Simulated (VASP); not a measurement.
Set up this calculation in VASP 6.6.1, as the native input.

```yaml
Task: single point
Functional: PBE
Potentials_or_basis: VASP PAW PBE potentials, release 64 (B, N)
Cutoff: 600 eV
k_mesh: 12 × 12 × 12
Occupations: gaussian, width 0.05 eV
Spin: no spin polarisation
Dipole_correction: no
Further_INCAR_settings: ALGO = Normal; EDIFF = 1e-06; NBANDS = 11
```

The structure of BN lies in POSCAR:

```
BN
1.0
    0.0000000000      1.8076872582      1.8076872582
    1.8076872582      0.0000000000      1.8076872582
    1.6707850765      1.6707850765      0.1369021817
B N
1 1
Direct
    0.0000000000      0.0000000000      0.0000000000
    0.7500000000      0.7500000000      0.7500000000
```

The input as run:

INCAR

```
ALGO = Normal
EDIFF = 1E-6
ENCUT = 600
GGA = PE
GGA_COMPAT = F
ISIF = 2
ISMEAR = 0
LASPH = T
LCHARG = T
LELF = T
LREAL = F
LVHAR = T
LWAVE = F
NBANDS = 11
NELM = 120
PREC = Accurate
SIGMA = 0.05
```

KPOINTS

```
k-points
0
Gamma
  12 12 12
```

Potentials or basis: VASP PAW PBE potentials, release 64 (B, N).

The run is started by

```console
$ cat potpaw_PBE.64/B/POTCAR potpaw_PBE.64/N/POTCAR > POTCAR
$ mpirun -np 1 vasp_std > vasp.out
```

It gave:

* Pressure: 70.2 GPa
* Largest force: 2.160 eV/Å
* Band gap on the k mesh: 4.13 eV (least direct gap 8.21 eV)

Caveat: the cell stands under pressure; forces of over 1 eV/Å act on the atoms, so gaps and moduli don't describe the material at rest.

Wall time 10 s on 1 thread of Intel(R) Xeon(R) 6975P-C (Granite Rapids), with other jobs on the host, peak memory 0.13 GiB.
